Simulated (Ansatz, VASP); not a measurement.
Two plane-wave programs on ScAl3N3

```xyz
7
Lattice="3.1682 -3.2805 -0.0656 3.1682 3.2805 -0.0656 -3.0899 0.0000 4.4644" Properties=species:S:1:pos:R:3 pbc="T T T"
Sc    0.3266    0.0000    0.1276
Al    3.4243    0.0000    0.1242
Al    1.9053   -1.6054    2.3787
Al    1.9053    1.6054    2.3787
N     3.4668    1.5408    1.2830
N     3.4668   -1.5408    1.2830
N     1.7994    0.0000    3.4054
```

Change from the starting cell: species swapped into the Zn3SbN3 type (Cm, No. 8).

Alike in both runs: functional PBE; k mesh 4 × 4 × 4; occupations gaussian, width 0.2 eV; no spin polarisation.

Ansatz relaxed the structure, and its values are those at the end. VASP's run is a single point on that final structure, the one shown.

```csv
,VASP,Ansatz
version,VASP 6.6.1,Ansatz 0.2.0
potentials or method,"VASP PAW PBE potentials, release 64 (Sc_sv, Al, N), cutoff 600 eV","scalar-relativistic, plane waves, PAW"
valence electrons in the cell,35,35
```

|  | VASP | Ansatz | Ansatz less VASP |
| --- | --- | --- | --- |
| gap on the k mesh at the Fermi level (eV) | none | none | - |
| pressure (GPa) | 0.0 | 0.0 | +0.02 |
| rms of the force components (eV/Å) | 0.032 | 0.014 | -0.0178 |

A gap of «none» marks a metal or a gap that the smearing closes.

The k mesh is coarse, so the values compare programs but aren't converged.
